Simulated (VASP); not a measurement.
The system is SiC (Moissanite).

```
Si C
1.0
     3.05536    0.00000    0.00000
    -1.52768    2.64602    0.00000
     0.00000    0.00000    5.01412
Si C
2 2
Direct
  0.66667 0.33333 0.50000
  0.33333 0.66667 0.00000
  0.66667 0.33333 0.88500
  0.33333 0.66667 0.38500
```

Base run:

| Item | Value |
| --- | --- |
| Program | VASP 6.6.1 |
| Functional | revPBE |
| Potentials or basis | VASP PAW PBE potentials, release 64 (Si, C) |
| Cutoff | 520 eV |
| k mesh | 10 × 10 × 5 |
| Occupations | fermi-dirac, width 0.05 eV |
| Spin | no spin polarisation |

Its results: band gap on the k mesh 2.47 eV, indirect (least direct gap 4.14 eV); pressure 10.6 GPa; largest force 0.789 eV/Å.

Question: The run is repeated on the same cell with these changes: dispersion from none to D3(BJ). What comes out?

Answer: Band gap on the k mesh 2.47 eV, indirect (least direct gap 4.14 eV); pressure 0.8 GPa; largest force 0.793 eV/Å.

Dispersion adds attraction, which lowers the pressure at fixed volume and, as a term added to the energy, leaves the levels alone.

Caveats: the PAW data sets were made with another functional, which shifts forces and pressure a little.

A k mesh can miss the band edges.
